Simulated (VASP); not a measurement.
Runs of VASP 6.6.1 on PbS. The structure is that of space group Fm-3m (No. 225), or close to it. The cells are those of the table. 

```tsv
level	cell	smearing	gap on the mesh (eV)	pressure (GPa)
PBE	a = 5.956, b = 4.198, c = 4.198 Å, 4 atoms	fermi-dirac 0.02 eV	0.39	1.8
r2SCAN	a = 5.956, b = 4.142, c = 4.142 Å, angles 88.4, 90.0, 90.0°, 4 atoms	gaussian 0.01 eV	0.51	2.9
r2SCAN	a = 5.921, b = 4.174, c = 4.174 Å, 4 atoms	gaussian 0.01 eV	0.58	2.1
r2SCAN	a = 5.956, b = 4.198, c = 4.198 Å, 4 atoms	gaussian 0.01 eV	(a)	(b)
```

Alike in all rows: task single point; potentials or basis VASP PAW PBE potentials, release 64 (Pb_d, S); no spin polarisation; k mesh 4 × 6 × 6; cutoff (eV) 520.

Estimate the missing entries.

(a) 0.64; (b) 1.0.

Caveats: spin-orbit coupling is left out, which moves the levels of the heavy elements; the PAW data sets were made with another functional, which shifts forces and pressure a little (some runs).

A k mesh can miss the band edges, and the runs leave out spin-orbit coupling on Pb.
